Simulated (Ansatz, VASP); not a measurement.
## PbS: VASP beside Ansatz

```xyz
2
Lattice="0.0000 2.8167 2.8909 2.8167 0.0000 2.8909 2.8167 2.8167 0.0000" Properties=species:S:1:pos:R:3 pbc="T T T"
Pb    0.0000    0.0000    0.0000
S     2.8167    2.8167    2.8909
```

Change from the starting cell: strain -0.050 along x and y, -0.025 along z, atoms carried along.

Alike in both runs: task single point; functional r2SCAN; k mesh 8 × 8 × 8; occupations gaussian, width 0.05 eV; no spin polarisation.

|  | VASP | Ansatz |
| --- | --- | --- |
| version | VASP 6.6.1 | Ansatz 0.2.0 |
| potentials or method | VASP PAW PBE potentials, release 64 (Pb_d, S), cutoff 550 eV | scalar-relativistic, plane waves, PAW |
| valence electrons in the cell | 20 | 20 |

```csv
,VASP,Ansatz,Ansatz less VASP
gap on the k mesh at the Fermi level (eV),0.01,0.02,+0.014
least direct gap on the mesh (eV),0.01,0.02,+0.014
pressure (GPa),12.0,11.9,-0.05
"traceless stress, the component that is largest in VASP (GPa)",-3.85,-3.83,+0.019
```

VASP's potentials were made for PBE, not for r2SCAN.

Neither program's run includes spin-orbit coupling.
